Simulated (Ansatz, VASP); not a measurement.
Given: the input of a run of VASP 6.6.1 on SrO.

The input INCAR:

```
ALGO = Normal
EDIFF = 1E-6
EDIFFG = -0.01
ENCUT = 600
GGA = RP
IBRION = 2
ISIF = 3
ISMEAR = -1
IVDW = 13
LASPH = True
LCHARG = False
LREAL = False
LWAVE = False
NELM = 80
NSW = 80
PREC = Accurate
SIGMA = 0.05
```

File KPOINTS:

```
k-points
0
Gamma
  9 9 9
```

File POSCAR:

```
SrO
1.0
    0.0000000000      2.5663000000      2.5663000000
    2.5663000000      0.0000000000      2.5663000000
    2.5663000000      2.5663000000      0.0000000000
Sr O
1 1
Direct
    0.5000000000      0.5000000000      0.5000000000
    0.0000000000      0.0000000000      0.0000000000
```

Potentials or basis: VASP PAW PBE potentials, release 64 (Sr_sv, O).

Command:

```bash
$ cat potpaw_PBE.64/Sr_sv/POTCAR potpaw_PBE.64/O/POTCAR > POTCAR
$ mpirun -np 1 vasp_std > vasp.out
```

Problem. Set up the same calculation for Ansatz 0.2.0. Potentials there: all-electron LAPW, scalar-relativistic.

Solution. As run (the cutoff follows the program's own potentials):

input.yaml

```yaml
crystal:
  lattice:
    - [0.0, 2.5663, 2.5663]
    - [2.5663, 0.0, 2.5663]
    - [2.5663, 2.5663, 0.0]
  atoms:
    - { symbol: Sr, position: [0.5, 0.5, 0.5] }
    - { symbol: O, position: [0.0, 0.0, 0.0] }
kpoints:
  mp_grid: { grid: [9, 9, 9] }
scf:
  occupations: { method: fermi_dirac, width: 0.05 }
hamiltonian:
  xc: rpbe
  dispersion: d4
  pseudopotentials: { kind: all_electron, lapw: { basis_error: 0.001 } }
output:
  forces: true
  stress: true
relax:
  f_tol: 0.01
  max_steps: 60
  cell: {}
```

Potentials or basis: all-electron LAPW, scalar-relativistic.

The run is started by

```console
$ ansatz run input.yaml --threads 1 --pin off --max-ram 3072MiB --backend cpu --events-out ev --progress --plain --runs-dir out
```

Both were run:

|  | VASP | Ansatz | Ansatz less VASP |
| --- | --- | --- | --- |
| relaxed volume (Å³/atom) | 17.62 | 17.53 | -0.097 |
| relaxed cell length with the largest relative difference (Å) | 3.680 | 3.674 | -0.0067 |

VASP's potentials were made for PBE, not for RPBE. Ansatz ran all-electron here, and VASP with PAW potentials.
